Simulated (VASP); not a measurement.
Wanted: the native input for a VASP 6.6.1 run.

```yaml
Task: single point
Functional: PBE
Potentials_or_basis: VASP PAW PBE potentials, release 64 (Mg, O)
Cutoff: 520 eV
k_mesh: 6 × 6 × 6
Occupations: gaussian, width 0.02 eV
Spin: no spin polarisation
Dipole_correction: no
Further_INCAR_settings: ALGO = Normal; EDIFF = 1e-06; NBANDS = 26
```

The structure of MgO lies in POSCAR:

```
MgO
1.0
    5.3926241787      0.0000000000      0.0000000000
    0.0000000000      5.3926241787      0.0000000000
    0.0000000000      0.0000000000      5.3926241787
Mg O
4 4
Direct
    0.8750000000      0.8750000000      0.8750000000
    0.6250000000      0.1250000000      0.3750000000
    0.1250000000      0.3750000000      0.6250000000
    0.3750000000      0.6250000000      0.1250000000
    0.3750000000      0.3750000000      0.3750000000
    0.1250000000      0.6250000000      0.8750000000
    0.6250000000      0.8750000000      0.1250000000
    0.8750000000      0.1250000000      0.6250000000
```

The cell was built from a structure type or drawn by symmetry, and may not be a known phase.

One way to write it, as run:

INCAR

```
SYSTEM = MgO
ALGO = Normal ; EDIFF = 1E-6
ENCUT = 520 ; GGA = PE
ISIF = 2 ; ISMEAR = 0
LASPH = .TRUE. ; LCHARG = .FALSE.
LREAL = .FALSE. ; LWAVE = .FALSE.
NBANDS = 26 ; NELM = 100
PREC = Accurate ; SIGMA = 0.02
```

KPOINTS

```
k-points
0
G
  6 6 6
  0 0 0
```

Potentials or basis: VASP PAW PBE potentials, release 64 (Mg, O).

Command:

```console
$ cat potpaw_PBE.64/Mg/POTCAR potpaw_PBE.64/O/POTCAR > POTCAR
$ mpirun -np 1 vasp_std > vasp.out
```

It gave:

- Pressure: -0.1 GPa
- Band gap on the k mesh: 1.74 eV

It took 2 min on 1 thread of Intel Xeon 8259CL (shared host), peak memory 0.27 GiB.
